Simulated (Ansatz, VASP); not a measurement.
**One calculation of ZnS, two programs**

```xyz
4
Lattice="3.8110 0.0000 0.0000 -1.9055 3.3004 0.0000 0.0000 0.0000 6.1093" Properties=species:S:1:pos:R:3 pbc="T T T"
Zn    0.0000    2.2003    0.0000
Zn    1.9055    1.1001    3.0547
S     0.0000    2.2003    2.3521
S     1.9055    1.1001    5.4067
```

Change from the starting cell: zz strain of -2 %.

Alike in both runs: task single point; functional PBEsol; k mesh 8 × 8 × 5; occupations fermi-dirac, width 0.03 eV; no spin polarisation.

|  | VASP | Ansatz |
| --- | --- | --- |
| version | VASP 6.6.1 | Ansatz 0.2.0 |
| potentials or method | VASP PAW PBE potentials, release 64 (Zn, S), cutoff 520 eV | all-electron LAPW, scalar-relativistic |

```tsv
	VASP	Ansatz	Ansatz less VASP
gap on the k mesh at the Fermi level (eV)	2.18	2.17	-0.003
pressure (GPa)	0.3	0.1	-0.19
traceless stress, the component that is largest in VASP (GPa)	0.43	0.44	+0.009
rms of the force components (eV/Å)	0.125	0.124	-0.0005
```

VASP's potentials were made for PBE, not for PBEsol. Atom by atom the forces differ by 0.000 eV/Å (rms over components). Ansatz ran all-electron here, and VASP with PAW potentials.
